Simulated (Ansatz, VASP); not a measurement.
Cd2P3: VASP beside Ansatz

```
Cd P
1.0
     3.45349    1.99387    5.24262
    -3.45349    1.99387    5.24262
     0.00000   -3.98775    5.24262
Cd P
4 6
Direct
  0.91144 0.91144 0.91144
  0.58856 0.58856 0.58856
  0.08856 0.08856 0.08856
  0.41144 0.41144 0.41144
  0.94129 0.55871 0.75000
  0.75000 0.94129 0.55871
  0.55871 0.75000 0.94129
  0.05871 0.44129 0.25000
  0.25000 0.05871 0.44129
  0.44129 0.25000 0.05871
```

Alike in both runs: functional PBE; k mesh 6 × 6 × 6; occupations gaussian, width 0.1 eV; no spin polarisation.

Ansatz relaxed the structure, and its values are those at the end. VASP's run is a single point on that final structure, the one shown.

```csv
,VASP,Ansatz
version,VASP 6.6.1,Ansatz 0.2.0
potentials or method,"VASP PAW PBE potentials, release 64 (Cd, P), cutoff 520 eV","scalar-relativistic, plane waves, PAW"
valence electrons in the cell,78,110
```

|  | VASP | Ansatz | Ansatz less VASP |
| --- | --- | --- | --- |
| gap on the k mesh at the Fermi level (eV) | none | none | - |
| pressure (GPa) | 0.1 | 0.0 | -0.10 |
| rms of the force components (eV/Å) | 0.027 | 0.000 | -0.0274 |

A gap of «none» marks a metal or a gap that the smearing closes. With one functional, cell and mesh, what is left measures potentials, basis and numerics. VASP's potentials hold 78 valence electrons a cell and Ansatz's 110, so a difference there can come from the potentials and not from the codes.
